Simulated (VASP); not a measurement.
Runs of VASP 6.6.1 on BaZrBe3F12. The cells are those of the table. 

```csv
task,cell,k mesh,cutoff (eV),smearing,gap on the mesh (eV),pressure (GPa),largest force (eV/Å)
single point,"a = 6.287, b = 6.312, c = 6.080 Å, angles 88.2, 88.3, 91.3°, 17 atoms",1 × 1 × 1,520,fermi-dirac 0.0655 eV,5.84,3.5,2.13
single point,"a = 7.382, b = 6.535, c = 6.255 Å, angles 88.1, 78.4, 92.6°, 17 atoms","1 × 1 × 2, shifted",520,gaussian 0.1 eV,5.78,0.3,0.12
relaxation of cell and atoms,"relaxed from a = 6.287, b = 6.312, c = 6.080 Å, angles 88.2, 88.3, 91.3°, 17 atoms","1 × 1 × 2, shifted",600,gaussian 0.1 eV,(d),0.0,0.04
single point,"a = 6.287, b = 6.312, c = 6.080 Å, angles 88.2, 88.3, 91.3°, 17 atoms",1 × 1 × 1,520,fermi-dirac 0.1181 eV,5.64,5.2,(c)
single point,"a = 6.287, b = 6.312, c = 6.080 Å, angles 88.2, 88.3, 91.3°, 17 atoms",1 × 1 × 1,520,fermi-dirac 0.05 eV,5.44,(b),(a)
```

Alike in all rows: level PBE; potentials or basis VASP PAW PBE potentials, release 64 (Zr_sv, F, Ba_sv, Be); no spin polarisation.

Fill in the values left out.

(a) 1.41; (b) 1.7; (c) 3.81; (d) 5.74.

Caveats: all runs use coarse meshes; spin-orbit coupling is left out, which moves the levels of the heavy elements.

A k mesh can miss the band edges, and the runs leave out spin-orbit coupling on Ba, Zr.
